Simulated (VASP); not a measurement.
Input of a VASP 6.6.1 run:

Contents of POSCAR:

```
Ir
1.0
    0.0000000000      1.9156000000      1.9156000000
    1.9156000000      0.0000000000      1.9156000000
    1.9156000000      1.9156000000      0.0000000000
Ir
1
Direct
    0.0000000000      0.0000000000      0.0000000000
```

The input INCAR.step1:

```
SYSTEM = Ir
PREC = Accurate
ENCUT = 620
ISMEAR = 0
SIGMA = 0.1
LREAL = .False.
LASPH = .True.
NELM = 120
GGA = PE
ALGO = Normal
EDIFF = 1E-5
LWAVE = .True.
LCHARG = .False.
GGA_COMPAT = .False.
IBRION = 2
ISIF = 3
EDIFFG = -0.005
NELMIN = 4
NSW = 100
```

File INCAR.step2:

```
SYSTEM = Ir
PREC = Accurate
ENCUT = 620
EDIFF = 1E-7
ISMEAR = 0
SIGMA = 0.1
LREAL = .False.
LASPH = .True.
NELM = 120
ALGO = Normal
ISIF = 8
LWAVE = .False.
LCHARG = .False.
METAGGA = R2SCAN
LMIXTAU = .True.
IBRION = 2
NSW = 60
EDIFFG = -0.01
ISTART = 1
GGA_COMPAT = .False.
NELMIN = 4
```

The input KPOINTS:

```
regular mesh
0
Gamma
  11 11 11
  0 0 0
```

Potentials or basis: VASP PAW PBE potentials, release 64 (Ir_sv_GW).

Command:

```console
$ cat potpaw_PBE.64/Ir_sv_GW/POTCAR > POTCAR
$ cp INCAR.step1 INCAR
$ mpirun -np 1 vasp_std > vasp.out
$ cp INCAR.step2 INCAR
$ mpirun -np 1 vasp_std > vasp.out
```

(1) Predict the relaxed volume.

(2) What does it give for the band gap on the k mesh?

(3) What does it give for the relaxed cell?

Results:

(1) 14.19 Å³/atom.

(2) zero (an odd number of electrons rules out a gap without spin polarisation).

(3) a = 2.717 Å, b = 2.717 Å, c = 2.717 Å, α = 60.00°, β = 60.00°, γ = 60.00°.

Caveat: the PAW data sets were made with another functional, which shifts forces and pressure a little; spin-orbit coupling is left out, which moves the levels of the heavy elements.
